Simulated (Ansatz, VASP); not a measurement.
Cu in VASP and in Ansatz

INCAR

```
PREC     = Accurate       # precision mode
ENCUT    = 520            # plane-wave cutoff, eV
EDIFF    = 1E-7           # SCF threshold, eV
ISMEAR   = 0              # smearing method
SIGMA    = 0.15           # smearing width, eV
LREAL    = False          # projectors in reciprocal space
LASPH    = True           # aspherical terms in the spheres
NELM     = 80             # most SCF steps
ALGO     = Fast           # electronic algorithm
ISIF     = 2              # what is computed and relaxed
LWAVE    = False          # write WAVECAR
LCHARG   = False          # write CHGCAR
NBANDS   = 12             # bands
```

KPOINTS

```
Automatic mesh
0
Gamma
  24 24 24
```

The input POSCAR:

```
Cu
1.0
   -1.3662536384      1.3662536384      1.4051918671
    1.3662536384     -1.3662536384      1.4051918671
    1.3662536384      1.3662536384     -1.4051918671
Cu
1
Direct
    0.0000000000      0.0000000000      0.0000000000
```

Input for Ansatz:

```yaml
crystal:
  lattice:
    - [-1.3662536384, 1.3662536384, 1.4051918671]
    - [1.3662536384, -1.3662536384, 1.4051918671]
    - [1.3662536384, 1.3662536384, -1.4051918671]
  atoms:
    - { symbol: Cu, position: [0.0, 0.0, 0.0] }
basis:
  ecutwfc: 520.0
kpoints:
  mp_grid: { grid: [24, 24, 24] }
hamiltonian:
  xc: lda
  pseudopotentials: { kind: paw, azcp: { folder: soft_1 } }
scf:
  occupations: { method: gaussian, width: 0.15 }
output:
  forces: true
  stress: true
  eigenvalues: true
```

Alike in both runs: task single point; functional LDA; k mesh 24 × 24 × 24; occupations gaussian, width 0.15 eV; no spin polarisation.

|  | VASP | Ansatz |
| --- | --- | --- |
| version | VASP 6.6.1 | Ansatz 0.2.0 |
| potentials or method | VASP PAW LDA potentials, release 64 (Cu), cutoff 520 eV | scalar-relativistic, plane waves, PAW |
| valence electrons in the cell | 11 | 19 |

Ansatz gave:

- gap on the k mesh at the Fermi level (eV): none
- pressure (GPa): 8.3
- traceless stress, the component that is largest in VASP (GPa): 0.27

Question: Estimate VASP's values.

Answer: gap on the k mesh at the Fermi level (eV): none; pressure (GPa): 10.0; traceless stress, the component that is largest in VASP (GPa): 0.26.

Ansatz warns that its potentials were made for another functional, while VASP's fit it. LDA's correlation is that of Perdew and Zunger in VASP and of Perdew and Wang (1992) in Ansatz. A gap of «none» marks a metal or a gap that the smearing closes. VASP's potentials hold 11 valence electrons a cell and Ansatz's 19, so a difference there can come from the potentials and not from the codes.
